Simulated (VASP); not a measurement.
# P (Pm-3m) in VASP: further runs

The runs below take P through single point, with PBE.

All numbers are computed with VASP 6.6.1; they aren't measurements. Logs are shortened: lines on timing, memory, paths and dates and some standing lists are left out, and cuts for length are marked.

## Step 1: The cell of the first run

The structure is cubic, space group Pm-3m (No. 221). Conventional cell: a = 2.432 Å, b = 2.432 Å, c = 2.432 Å, α = 90.00°, β = 90.00°, γ = 90.00°. P (site symmetry m-3m) has 6 P at 2.43 Å within 3.2 Å.

This isn't the form of P at room conditions, which is orthorhombic.

## Step 2: Single point, PBE

Input file INCAR:

```
SYSTEM = P
  ALGO = Normal
  EDIFF = 1E-7
  ENCUT = 520
  GGA = PE
  ISIF = 2
  ISMEAR = -1
  LASPH = .TRUE.
  LCHARG = .FALSE.
  LREAL = .FALSE.
  LWAVE = .FALSE.
  NBANDS = 8
  NELM = 60
  PREC = Accurate
  SIGMA = 0.05
```

Input file KPOINTS:

```
k-points
0
G
  15 15 15
  0 0 0
```

Input file POSCAR:

```
P
1.0
    2.4316398086      0.0000000000      0.0000000000
    0.0000000000      2.4316398086      0.0000000000
    0.0000000000      0.0000000000      2.4316398086
P
1
Direct
    0.0000000000      0.0000000000      0.0000000000
```

Potentials or basis: VASP PAW PBE potentials, release 64 (P).

Run with:

```bash
cat potpaw_PBE.64/P/POTCAR > POTCAR
mpirun -np 1 vasp_std > vasp.out
```

OUTCAR:

```text
SYSTEM = P
   EDIFF = 1E-7
   ENCUT = 520
   GGA = PE
   ISIF = 2
   ISMEAR = -1
   LASPH = .TRUE.
   LREAL = .FALSE.
   NELM = 60
   PREC = Accurate

 ion  position               nearest neighbor table
   1  0.000  0.000  0.000-

  LATTYP: Found a simple cubic cell.
 ALAT       =     2.4316398086

  Lattice vectors:

 A1 = (   2.4316398086,   0.0000000000,   0.0000000000)
 A2 = (   0.0000000000,   2.4316398086,   0.0000000000)
 A3 = (   0.0000000000,   0.0000000000,   2.4316398086)

Analysis of symmetry for initial positions (statically):
=====================================================================
 Subroutine PRICEL returns:
 Original cell was already a primitive cell.

 Routine SETGRP: Setting up the symmetry group for a
 simple cubic supercell.

 Subroutine GETGRP returns: Found 48 space group operations
 (whereof 48 operations were pure point group operations)
 out of a pool of 48 trial point group operations.

The static configuration has the point symmetry O_h .

Analysis of symmetry for dynamics (positions and initial velocities):
=====================================================================
 Subroutine PRICEL returns:
 Original cell was already a primitive cell.

 Routine SETGRP: Setting up the symmetry group for a
 simple cubic supercell.

 Subroutine GETGRP returns: Found 48 space group operations
 (whereof 48 operations were pure point group operations)
 out of a pool of 48 trial point group operations.

The dynamic configuration has the point symmetry O_h .

 Subroutine INISYM returns: Found 48 space group operations
 (whereof 48 operations are pure point group operations),
 and found     1 'primitive' translations

----------------------------------------------------------------------------------------

                                     Primitive cell

  volume of cell :      14.3780

  direct lattice vectors                    reciprocal lattice vectors
     2.431639809  0.000000000  0.000000000     0.411245118  0.000000000  0.000000000
     0.000000000  2.431639809  0.000000000     0.000000000  0.411245118  0.000000000
     0.000000000  0.000000000  2.431639809     0.000000000  0.000000000  0.411245118

  length of vectors
     2.431639809  2.431639809  2.431639809     0.411245118  0.411245118  0.411245118

  position of ions in fractional coordinates (direct lattice)
     0.000000000  0.000000000  0.000000000

  ion indices of the primitive-cell ions
   primitive index   ion index
                 1           1

----------------------------------------------------------------------------------------

 KPOINTS: k-points

Automatic generation of k-mesh.
 Grid dimensions read from file:
 generate k-points for:   15   15   15

 Generating k-lattice:

  Cartesian coordinates                     Fractional coordinates (reciprocal lattice)
     0.027416341  0.000000000  0.000000000     0.066666667  0.000000000  0.000000000
     0.000000000  0.027416341  0.000000000     0.000000000  0.066666667  0.000000000
     0.000000000  0.000000000  0.027416341     0.000000000  0.000000000  0.066666667

  Length of vectors
     0.027416341  0.027416341  0.027416341

  Shift w.r.t. Gamma in fractional coordinates (k-lattice)
     0.000000000  0.000000000  0.000000000

 Subroutine IBZKPT returns following result:
 ===========================================

 Found    120 irreducible k-points:

 Following reciprocal coordinates:
            Coordinates               Weight
  0.000000  0.000000  0.000000      1.000000
  0.066667  0.000000  0.000000      6.000000
  0.133333  0.000000  0.000000      6.000000
  0.200000  0.000000  0.000000      6.000000
  0.266667  0.000000  0.000000      6.000000
  0.333333  0.000000  0.000000      6.000000
[... 16 lines left out ...]
  0.266667  0.200000  0.000000     24.000000
  0.333333  0.200000  0.000000     24.000000
 [... further k-points ...]
   k-points           NKPTS =    120   k-points in BZ     NKDIM =    120   number of bands    NBANDS=      8
   number of dos      NEDOS =    301   number of ions     NIONS =      1
   total plane-waves  NPLWV =   5832
   dimension x,y,z NGX =    18 NGY =   18 NGZ =   18
   dimension x,y,z NGXF=    36 NGYF=   36 NGZF=   36
   ions per type =               1
   NGX,Y,Z   is equivalent  to a cutoff of  12.31, 12.31, 12.31 a.u.
   NGXF,Y,Z  is equivalent  to a cutoff of  24.61, 24.61, 24.61 a.u.
 SYSTEM =  P
   PREC   = accura    normal or accurate (medium, high low for compatibility)
   ISTART =      0    job   : 0-new  1-cont  2-samecut
   ICHARG =      2    charge: 1-file 2-atom 10-const
   ISPIN  =      1    spin polarized calculation?
   LNONCOLLINEAR =      F non collinear calculations
   LSORBIT =      F    spin-orbit coupling
   LASPH  =      T    aspherical Exc in radial PAW
   ENCUT  =  520.0 eV  38.22 Ry    6.18 a.u.   4.52  4.52  4.52*2*pi/ulx,y,z
   NELM   =     60;   NELMIN=  2; NELMDL= -5     # of ELM steps
   EDIFF  = 0.1E-06   stopping-criterion for ELM
   LREAL  =      F    real-space projection
   EDIFFG = 0.1E-05   stopping-criterion for IOM
   NSW    =      0    number of steps for IOM
   IBRION =     -1    ionic relax: 0-MD 1-quasi-New 2-CG
   NFREE  =      0    steps in history (QN), initial steepest desc. (CG)
   ISIF   =      2    stress and relaxation
   ISYM   =      2    0-nonsym 1-usesym 2-fastsym
   POTIM  = 0.5000    time-step for ionic-motion
   TEBEG  =    0.0;   TEEND  =   0.0 temperature during run
   PSTRESS=    0.0 pullay stress
   NELECT =       5.0000    total number of electrons
   NUPDOWN=      -1.0000    fix difference up-down
   EMIN   =  10.00;   EMAX   =-10.00  energy-range for DOS
   EFERMI =   0.00;   METHOD = LEGACY
   ISMEAR =    -1;   SIGMA  =   0.05  broadening in eV -4-tet -1-fermi 0-gaus
   EFERMI_NEDOS =   21; number of points for ismear=-14 and -15
   IALGO  =     38    algorithm
   IMIX   =      4    mixing-type and parameters
     AMIX     =   0.40;   BMIX     =  1.00
     AMIX_MAG =   1.60;   BMIX_MAG =  1.00
  volume/ion in A,a.u.               =      14.38        97.03
  Fermi-wavevector in a.u.,A,eV,Ry     =   1.151239  2.175527 18.032506  1.325352
  Thomas-Fermi vector in A             =   2.287898
   LORBIT       =      0    0 simple, 1 ext, 2 COOP (PROOUT), +10 PAW based schemes
   GGA     = PE    functional components
   LHFCALC =     F    Hartree Fock is set to
   AEXX    =    0.0000 exact exchange contribution
   IVDW    =     0    specifies the selected vdW correction
   LEPSILON=     F    determine dielectric tensor
   LRPA    =     F    only Hartree local field effects (RPA)
 non-spin polarized calculation
  energy-cutoff  :      520.00
  volume of cell :       14.38
 maximum number of plane-waves:       400
 NGX is ok and might be reduce to    18
   NGX =  9   NGY =  9   NGZ =  9

 number of electron       4.9999998 magnetization

 Free energy of the ion-electron system (eV)
  ---------------------------------------------------
  ext. energy  EPLUGINS =         0.00000000
  ---------------------------------------------------
  free energy    TOTEN  =        -5.26818967 eV

  energy without entropy =       -5.26437073  energy(sigma->0) =       -5.26628020

 E-fermi :   9.9202     XC(G=0): -11.3324

 val. band max:        9.8394437895   @ k =   0.2667   0.2000   0.2000
 cond. band min:       9.9382408488   @ k =   0.4667   0.2667   0.2667
 fundamental gap:      0.0987970593
 Fermi energy:         9.9201911758

 k-point     1 :       0.0000    0.0000    0.0000
  band No.  band energies     occupation
      1      -6.8028      2.00000
      2      14.9154      0.00000
      3      14.9154      0.00000
      4      14.9154      0.00000
      5      16.6136      0.00000
      6      16.6136      0.00000
      7      24.2635      0.00000
      8      34.4200      0.00000

 k-point     2 :       0.0667    0.0000    0.0000
  band No.  band energies     occupation
      1      -6.7003      2.00000
      2      13.1203      0.00000
      3      14.9963      0.00000
      4      14.9963      0.00000
      5      16.6952      0.00000
      6      18.2827      0.00000
      7      24.6160      0.00000
      8      33.6443      0.00000

 k-point     3 :       0.1333    0.0000    0.0000
  band No.  band energies     occupation
      1      -6.3941      2.00000
      2      10.7152      0.00000
      3      15.2362      0.00000
      4      15.2362      0.00000
      5      16.9354      0.00000
      6      20.2171      0.00000
      7      25.7377      0.00000
      8      31.9288      0.00000

 k-point     4 :       0.2000    0.0000    0.0000
  band No.  band energies     occupation
      1      -5.8887      2.00000
      2       8.3728      2.00000
      3      15.6254      0.00000
      4      15.6254      0.00000
      5      17.3180      0.00000
      6      21.7006      0.00000
      7      27.5506      0.00000
      8      29.9790      0.00000

 k-point     5 :       0.2667    0.0000    0.0000
  band No.  band energies     occupation
      1      -5.1942      2.00000
      2       6.1748      2.00000
      3      16.1427      0.00000
      4      16.1427      0.00000
      5      17.8108      0.00000
      6      22.9011      0.00000
      7      28.0964      0.00000
      8      28.0964      0.00000
[... 177 lines left out ...]
 k-point    22 :       0.2000    0.2000    0.0000
  band No.  band energies     occupation
      1      -4.9765      2.00000
      2       8.5466      2.00000
      3       9.9416      0.78910
      4      16.3270      0.00000
      5      20.1971      0.00000
      6      24.2063      0.00000
      7      26.1834      0.00000
      8      29.6659      0.00000

 k-point    23 :       0.2667    0.2000    0.0000
  band No.  band energies     occupation
      1      -4.2832      2.00000
      2       6.8816      2.00000
      3      10.0124      0.27334
      4      16.8373      0.00000
      5      20.4944      0.00000
      6      22.6649      0.00000
      7      27.8224      0.00000
      8      28.7348      0.00000

 k-point    24 :       0.3333    0.2000    0.0000
  band No.  band energies     occupation
      1      -3.4238      2.00000
      2       4.9621      2.00000
      3      10.6326      0.00000
      4      17.4285      0.00000
      5      19.7235      0.00000
      6      22.3917      0.00000
      7      27.0916      0.00000
      8      28.7722      0.00000

 [... further k-points ...]

------------------------ aborting loop because EDIFF is reached ----------------------------------------

  FORCE on cell =-STRESS in cart. coord.  units (eV):
  Direction    XX          YY          ZZ          XY          YZ          ZX
  --------------------------------------------------------------------------------------
  -------------------------------------------------------------------------------------
  Total        0.1707683      0.1707683      0.1707683     -0.0000000     -0.0000000     -0.0000000
  in kB       19.0291855     19.0291855     19.0291855     -0.0000000     -0.0000000     -0.0000000
  external PRESSURE =      19.0291855 kB  Pullay stress =       0.0000000 kB

 VOLUME and BASIS-vectors are now :
 -----------------------------------------------------------------------------
  energy-cutoff  :      520.00
  volume of cell :       14.38
      direct lattice vectors                 reciprocal lattice vectors
     2.431639809  0.000000000  0.000000000     0.411245118  0.000000000  0.000000000
     0.000000000  2.431639809  0.000000000     0.000000000  0.411245118  0.000000000
     0.000000000  0.000000000  2.431639809     0.000000000  0.000000000  0.411245118

 POSITION                                       TOTAL-FORCE (eV/Angst)
 -----------------------------------------------------------------------------------
      0.00000      0.00000      0.00000         0.000000      0.000000      0.000000
 -----------------------------------------------------------------------------------
    total drift:                                0.000000     -0.000000      0.000000

  FREE ENERGIE OF THE ION-ELECTRON SYSTEM (eV)
  ---------------------------------------------------
  free  energy   TOTEN  =        -5.2681896709 eV

  energy  without entropy=       -5.2643707330  energy(sigma->0) =       -5.26628020
```

Wall time 11 s (1 thread of Intel Xeon 8259CL, shared host); peak memory 0.12 GiB.

Results:

* Free energy: -5.2682 eV
* Pressure: 1.9 GPa
* Band gap on the k mesh: zero (an odd number of electrons rules out a gap without spin polarisation)

## Step 3: Single point, PBE

Input file INCAR:

```
SYSTEM = P
PREC = Accurate
ENCUT = 520
EDIFF = 1E-7
ISMEAR = -1
SIGMA = 0.05
LREAL = .False.
LASPH = .True.
NELM = 100
ALGO = Normal
ISIF = 2
LWAVE = .False.
LCHARG = .False.
GGA = PE
NBANDS = 8
```

Input file KPOINTS:

```
regular mesh
0
Gamma
  15 15 15
  0 0 0
```

Input file POSCAR:

```
P
1.0
    2.4318124114      0.0000000000      0.0000000000
    0.0000000000      2.4318124114      0.0000000000
    0.0000000000      0.0000000000      2.4318124114
P
1
Direct
    0.0000000000      0.0000000000      0.0000000000
```

Potentials or basis: VASP PAW PBE potentials, release 64 (P).

Run with:

```bash
cat potpaw_PBE.64/P/POTCAR > POTCAR
mpirun -np 1 vasp_std > vasp.out
```

Run time: 12 s. Hardware: 1 thread of Intel Xeon 8259CL, shared host; peak memory 0.12 GiB.

The run converged. Its results:

* Free energy: -5.2682 eV
* Pressure: 1.9 GPa
* Band gap on the k mesh: zero (an odd number of electrons rules out a gap without spin polarisation)

Levels at points of the mesh, in eV from the Fermi level:
```csv
k point,band 1,band 2,band 3,band 4,band 5,band 6,band 7
"(0.00, 0.00, 0.00)",-16.72,4.99,4.99,4.99,6.69,6.69,14.34
```
